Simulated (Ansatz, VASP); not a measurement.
One calculation of NbTe, two programs

```xyz
2
Lattice="3.0890 0.0000 0.0000 0.0000 3.0890 0.0000 0.0000 0.0000 3.0890" Properties=species:S:1:pos:R:3 pbc="T T T"
Nb    0.0000    0.0000    0.0000
Te    1.5445    1.5445    1.5445
```

Change from the starting cell: volume scaled by 0.76, LAPW.

Alike in both runs: task single point; functional PBEsol; k mesh 12 × 12 × 12; occupations fermi-dirac, width 0.1 eV; no spin polarisation.

|  | VASP | Ansatz |
| --- | --- | --- |
| version | VASP 6.6.1 | Ansatz 0.2.0 |
| potentials or method | VASP PAW PBE potentials, release 64 (Nb_sv, Te), cutoff 520 eV | all-electron LAPW, scalar-relativistic |

```tsv
	VASP	Ansatz	Ansatz less VASP
pressure (GPa)	75.1	75.2	+0.06
```

VASP's potentials were made for PBE, not for PBEsol. Both programs put the cell under a high pressure, so it lies far from rest at this level. Ansatz ran all-electron here, and VASP with PAW potentials.

Neither program's run includes spin-orbit coupling. Noted on VASP's run: the cell as given lies far from equilibrium.
